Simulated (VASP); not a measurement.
# Al3H2 (R-3m) in VASP: notebook, part 2 of 2

VASP 6.6.1.

**3. Relaxation of cell and atoms, PBE**

This run uses another cell than the first one, of the same volume but with other edges.

Contents of INCAR:

```
PREC = Accurate
ENCUT = 600
EDIFF = 1E-6
ISMEAR = 0
SIGMA = 0.1
LREAL = F
LASPH = T
NELM = 100
ALGO = Normal
ISIF = 3
LWAVE = F
LCHARG = F
GGA = PE
IBRION = 2
NSW = 100
EDIFFG = -0.01
```

Contents of KPOINTS:

```
Automatic mesh
0
Gamma
  12 12 12
```

Contents of POSCAR:

```
Al3H2
1.0
    1.4814287996      0.8553033162      7.4167729549
   -1.4814287996      0.8553033162      7.4167729549
    0.0000000000     -1.7106066324      7.4167729549
Al H
3 2
Direct
    0.0000000000      0.0000000000      0.0000000000
    0.2149998761      0.2149998761      0.2149998761
    0.7850001239      0.7850001239      0.7850001239
    0.4120502907      0.4120502907      0.4120502907
    0.5879497093      0.5879497093      0.5879497093
```

Potentials or basis: VASP PAW PBE potentials, release 64 (Al, H).

Command:

```bash
$ cat potpaw_PBE.64/Al/POTCAR potpaw_PBE.64/H/POTCAR > POTCAR
$ mpirun -np 1 vasp_std > vasp.out
```

OUTCAR:

```text
PREC = Accurate
   ENCUT = 600
   EDIFF = 1E-6
   ISMEAR = 0
   LREAL = F
   LASPH = T
   NELM = 100
   ISIF = 3
   GGA = PE
   IBRION = 2
   NSW = 100
   EDIFFG = -0.01

 ion  position               nearest neighbor table
   1  0.000  0.000  0.000-   3 3.14   2 3.14   3 3.14   3 3.14   2 3.14   2 3.14
   2  0.215  0.215  0.215-   5 1.92   5 1.92   5 1.92   3 2.75   3 2.75   3 2.75   1 3.14   1 3.14
                             1 3.14
   3  0.785  0.785  0.785-   4 1.92   4 1.92   4 1.92   2 2.75   2 2.75   2 2.75   1 3.14   1 3.14
                             1 3.14
   4  0.412  0.412  0.412-   3 1.92   3 1.92   3 1.92
   5  0.588  0.588  0.588-   2 1.92   2 1.92   2 1.92

  LATTYP: Found a trigonal (rhomboedric) cell.
 ALAT       =     7.6114844883
 COS(alpha) =     0.9242377561

  Lattice vectors:

 A1 = (   1.4814287996,   0.8553033162,   7.4167729549)
 A2 = (  -1.4814287996,   0.8553033162,   7.4167729549)
 A3 = (   0.0000000000,  -1.7106066324,   7.4167729549)

Analysis of symmetry for initial positions (statically):
=====================================================================
 Subroutine PRICEL returns:
 Original cell was already a primitive cell.

 Routine SETGRP: Setting up the symmetry group for a
 trigonal (rhombohedral) supercell.

[... 289 lines left out ...]
[... ionic steps 4 to 12 ...]

--------------------------------------- Ionic step       13  -------------------------------------------

 number of electron      11.0000000 magnetization

------------------------ aborting loop because EDIFF is reached ----------------------------------------
[... 73 lines left out ...]
--------------------------------------- Ionic step       15  -------------------------------------------

 number of electron      11.0000000 magnetization

 Free energy of the ion-electron system (eV)
  ---------------------------------------------------
  ext. energy  EPLUGINS =         0.00000000
  ---------------------------------------------------
  free energy    TOTEN  =       -16.59277152 eV

  energy without entropy =      -16.58532591  energy(sigma->0) =      -16.58904871

 E-fermi :   7.4495     XC(G=0): -10.1791

 val. band max:        7.4453274039   @ k =   0.4167   0.4167   0.1667
 cond. band min:       7.4728932257   @ k =   0.4167   0.2500  -0.0000
 fundamental gap:      0.0275658218
 Fermi energy:         7.4495103734

 k-point     1 :       0.0000    0.0000    0.0000
  band No.  band energies     occupation
      1      -4.6948      2.00000
      2      -2.8145      2.00000
      3      -0.4885      2.00000
      4       5.7017      2.00000
      5       7.8471      0.00000
      6      14.0009      0.00000
      7      14.9203      0.00000
      8      16.0990      0.00000
      9      16.0990      0.00000
[... 265 lines left out ...]
 k-point    24 :      -0.4167    0.1667    0.0000
  band No.  band energies     occupation
      1      -0.0943      2.00000
      2       0.7246      2.00000
      3       2.3440      2.00000
      4       3.9327      2.00000
      5       5.2951      2.00000
      6       6.3514      2.00000
      7       6.7346      2.00000
      8       7.7746      0.00000
      9      10.1978      0.00000

 [... further k-points ...]
[... 5 lines left out ...]
  --------------------------------------------------------------------------------------
  -------------------------------------------------------------------------------------
  Total        0.0247218      0.0247218     -0.0210736      0.0000000      0.0000000      0.0000000
  in kB        0.7033786      0.7033786     -0.5995812      0.0000000      0.0000000      0.0000000
  external PRESSURE =       0.2690587 kB  Pullay stress =       0.0000000 kB
[... 20 lines left out ...]
  FREE ENERGIE OF THE ION-ELECTRON SYSTEM (eV)
  ---------------------------------------------------
  free  energy   TOTEN  =       -16.5927715168 eV

  energy  without entropy=      -16.5853259112  energy(sigma->0) =      -16.58904871

 reached required accuracy - stopping structural energy minimisation
```

OSZICAR:

```text
N       E                     dE             d eps       ncg     rms          rms(c)
DAV:   1     0.917009848696E+01    0.91701E+01   -0.42573E+03  3410   0.101E+03
DAV:   2    -0.159776074380E+02   -0.25148E+02   -0.24311E+02  4415   0.110E+02
DAV:   3    -0.170144559032E+02   -0.10368E+01   -0.99981E+00  4806   0.237E+01
[... 98 lines left out ...]
  14 F= -.16592699E+02 E0= -.16588933E+02  d E =-.233728E-02
       N       E                     dE             d eps       ncg     rms          rms(c)
DAV:   1    -0.165927729104E+02   -0.73782E-04   -0.53184E-03  3992   0.660E-01    0.210E-02
DAV:   2    -0.165927718633E+02    0.10471E-05   -0.10903E-04  4083   0.846E-02    0.114E-02
DAV:   3    -0.165927715168E+02    0.34650E-06   -0.30656E-06  4469   0.142E-02
  15 F= -.16592772E+02 E0= -.16589049E+02  d E =-.722611E-04
```

CONTCAR:

```text
Al3H2
   1.00000000000000
     1.5123470455190735    0.8731539738020948    7.1073569254268625
    -1.5123470455190735    0.8731539738020948    7.1073569254268625
    -0.0000000000000000   -1.7463079476041896    7.1073569254268625
  Al              H
     3     2
Direct
     0.0000000000000000    0.0000000000000000    0.0000000000000000
     0.2182634647013802    0.2182634647013802    0.2182634647013802
     0.7817365352986199    0.7817365352986199    0.7817365352986199
     0.4151510391547023    0.4151510391547023    0.4151510391547023
     0.5848489608452974    0.5848489608452974    0.5848489608452974

  0.00000000E+00  0.00000000E+00  0.00000000E+00
  0.00000000E+00  0.00000000E+00  0.00000000E+00
  0.00000000E+00  0.00000000E+00  0.00000000E+00
  0.00000000E+00  0.00000000E+00  0.00000000E+00
  0.00000000E+00  0.00000000E+00  0.00000000E+00
```

Run time: 49 min. Hardware: 1 thread of Intel Xeon Platinum 8259CL at 2.50GHz (Skylake/Cascade Lake), shared host; peak memory 0.67 GiB.

What came out:

```yaml
Free_energy: -16.5928 eV
Relaxed_volume: 11.26 Å³/atom
Relaxed_cell: a = 7.319 Å, b = 7.319 Å, c = 7.319 Å, α = 23.85°, β = 23.85°, γ = 23.85°
Space_group_after_relaxing_to_0.1_Å: R-3m (No. 166)
Energy_gained_by_relaxing: 7.3 meV/atom
Ionic_steps: 15
Pressure_after_relaxing: 0.0 GPa
Largest_force_after_relaxing: 0.004 eV/Å
Band_gap_on_the_k_mesh: zero (an odd number of electrons rules out a gap without spin polarisation)
```

Forces on the atoms (eV/Å):
```
Al   0.000  0.000  0.000
Al   0.000  0.000  0.002
Al   0.000  0.000 -0.002
H    0.000  0.000 -0.004
H    0.000  0.000  0.004
```

The path:
| step | energy change (eV) | largest force (eV/Å) | pressure (GPa) | volume (Å³) |
| --- | --- | --- | --- | --- |
| 1 | 0.0000 | 0.3474 | -0.37 | 56.39 |
| 2 | -0.0114 | 0.2152 | -0.17 | 56.17 |
| 3 | -0.0207 | 0.0669 | 0.39 | 55.72 |
| 4 | -0.0280 | 0.0529 | 0.13 | 55.88 |
| 5 | -0.0306 | 0.0988 | -0.41 | 56.33 |
| 6 | -0.0329 | 0.0737 | -0.30 | 56.18 |
| 7 | -0.0331 | 0.0569 | -0.20 | 56.10 |
| 8 | -0.0332 | 0.0629 | -0.24 | 56.13 |
| 9 | -0.0340 | 0.0520 | 0.11 | 55.90 |
| 10 | -0.0341 | 0.0460 | 0.29 | 55.79 |
| 11 | -0.0348 | 0.0387 | 0.24 | 55.88 |
| 12 | -0.0361 | 0.0173 | 0.08 | 56.14 |
| 13 | -0.0357 | 0.0252 | -0.21 | 56.65 |
| 14 | -0.0364 | 0.0172 | -0.04 | 56.35 |
| 15 | -0.0365 | 0.0038 | 0.03 | 56.31 |

Final structure:
```
CELL_PARAMETERS angstrom
1.51235 0.87315 7.10736
-1.51235 0.87315 7.10736
0.00000 -1.74631 7.10736
ATOMIC_POSITIONS crystal
Al 0.00000 0.00000 0.00000
Al 0.21826 0.21826 0.21826
Al 0.78174 0.78174 0.78174
H 0.41515 0.41515 0.41515
H 0.58485 0.58485 0.58485
```

The gap in the log of VASP goes by the Fermi energy; the results here count the filled bands.